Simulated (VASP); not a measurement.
**SrTiO3: single point with r2SCAN+U**

The system is SrTiO3.

```xyz
5
Lattice="3.6577 0.0000 0.0000 0.0000 3.6577 0.0000 0.0000 0.0000 3.6577" Properties=species:S:1:pos:R:3 pbc="T T T"
Sr    0.0000    0.0000    0.0000
Ti    1.8288    1.8288    1.8288
O     1.8288    0.0000    1.8288
O     1.8288    1.8288    0.0000
O     0.0000    1.8288    1.8288
```

| Quantity | Value |
| --- | --- |
| Program | VASP 6.6.1 |
| Task | single point |
| Functional | r2SCAN |
| Potentials or basis | VASP PAW PBE potentials, release 64 (Sr_sv, Ti_sv, O) |
| Cutoff | 520 eV |
| k mesh | 6 × 6 × 6 |
| Occupations | gaussian, width 0.02 eV |
| Spin | no spin polarisation |
| Hubbard terms | Ti d U = 4.0 eV |
| Dipole correction | no |
| Further INCAR settings | ALGO = Normal; EDIFF = 1e-07; NBANDS = 28 |

* Pressure: 65.8 GPa
* Band gap on the k mesh: 3.31 eV (least direct gap 3.57 eV)

Levels at points of the mesh, in eV from the valence-band top:
| k point | band 17 | band 18 | band 19 | band 20 | band 21 | band 22 | band 23 | band 24 |
| --- | --- | --- | --- | --- | --- | --- | --- | --- |
| (0.00, 0.00, 0.00) | -1.61 | -0.26 | -0.26 | -0.26 | 3.31 | 3.31 | 3.31 | 5.82 |
| (0.50, 0.00, 0.00) | -2.75 | -2.73 | -0.74 | -0.74 | 3.65 | 5.97 | 5.97 | 6.26 |
| (0.50, 0.50, 0.00) | -1.80 | -1.80 | -1.67 | -0.13 | 6.00 | 6.00 | 6.53 | 7.63 |
| (0.50, 0.50, 0.50) | -4.18 | 0.00 | 0.00 | 0.00 | 6.99 | 6.99 | 6.99 | 8.43 |

Eigenvalues of the final occupation matrices:
```
    site  spin  trace               eigenvalues
site 2 d     1   0.95  0.11 0.11 0.11 0.31 0.31
site 2 d     2   0.95  0.11 0.11 0.11 0.31 0.31
```

It took 100 s on 1 thread of AMD EPYC 7R13 Processor (Zen 3), with other jobs on the host, peak memory 0.15 GiB.

Caveat: the cell stands under pressure; the PAW data sets were made with another functional, which shifts forces and pressure a little. A k mesh can miss the band edges.
